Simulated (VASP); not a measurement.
Ti3AlB3:

```
Ti Al B
1.0
     3.00000    0.00000    0.00000
    -1.50000    2.59808    0.00000
     0.00000    0.00000   21.30000
Ti Al B
6 2 6
Direct
  0.66667 0.33333 0.44500
  0.33333 0.66667 0.55500
  0.00000 0.00000 0.07500
  0.00000 0.00000 0.92500
  0.00000 0.00000 0.77500
  0.00000 0.00000 0.22500
  0.66667 0.33333 0.66500
  0.33333 0.66667 0.33500
  0.66667 0.33333 0.85000
  0.33333 0.66667 0.85000
  0.33333 0.66667 0.00000
  0.66667 0.33333 0.00000
  0.33333 0.66667 0.15000
  0.66667 0.33333 0.15000
```

| Property | Result |
| --- | --- |
| Program | VASP 6.6.1 |
| Task | relaxation of cell and atoms |
| Functional | PBE |
| Potentials or basis | VASP PAW PBE potentials, release 64 (Ti_sv, Al, B) |
| Cutoff | 600 eV |
| k mesh | 6 × 6 × 1 |
| Occupations | gaussian, width 0.2 eV |
| Spin | no spin polarisation |

At the start: pressure 0.2 GPa; volume 11.86 Å³/atom.

**Question.** How do energy, volume and symmetry change on relaxing?

**Answer.** Over 11 steps the energy falls by 7.1 meV/atom and the volume is 11.81 Å³/atom (-0.4 %); space group P-3m1 (No. 164, to 0.1 Å) before and after.

The path:
```
step  energy change (eV)  largest force (eV/Å)  pressure (GPa)  volume (Å³)
   1              0.0000                0.5172            0.16       166.02
   2             -0.0523                0.2653           -0.08       166.30
   3             -0.0600                0.2737           -0.18       166.45
   4             -0.0728                0.1922           -0.01       166.16
   5             -0.0771                0.1868            0.24       165.85
   6             -0.0866                0.1449           -0.36       166.22
   7             -0.0902                0.1320           -1.01       166.62
   8             -0.0956                0.1032           -0.50       166.02
   9             -0.0980                0.0875            0.11       165.32
  10             -0.0980                0.0905            0.12       165.28
  11             -0.0988                0.0707            0.10       165.32
```

Final structure:
```cif
data_structure
_symmetry_space_group_name_H-M 'P 1'
_symmetry_Int_Tables_number 1
_cell_length_a 3.0111
_cell_length_b 3.0111
_cell_length_c 21.0551
_cell_angle_alpha 90.000
_cell_angle_beta 90.000
_cell_angle_gamma 120.000
_cell_volume 165.32
loop_
_atom_site_label
_atom_site_type_symbol
_atom_site_fract_x
_atom_site_fract_y
_atom_site_fract_z
_atom_site_occupancy
Ti1 Ti 0.66667 0.33333 0.44729 1
Ti2 Ti 0.33333 0.66667 0.55271 1
Ti3 Ti 0.00000 0.00000 0.07712 1
Ti4 Ti 0.00000 0.00000 0.92288 1
Ti5 Ti 0.00000 0.00000 0.77224 1
Ti6 Ti 0.00000 0.00000 0.22776 1
Al1 Al 0.66667 0.33333 0.66396 1
Al2 Al 0.33333 0.66667 0.33604 1
B1 B 0.66667 0.33333 0.84615 1
B2 B 0.33333 0.66667 0.84555 1
B3 B 0.33333 0.66667 0.99985 1
B4 B 0.66667 0.33333 0.00015 1
B5 B 0.33333 0.66667 0.15385 1
B6 B 0.66667 0.33333 0.15445 1
```

Caveat: the k points lie up to 0.40 Å⁻¹ apart in the final cell, too coarse for converged energies and pressures of a metal; the relaxation stopped at a loose force limit of 0.08 eV/Å, so its end isn't a converged minimum.
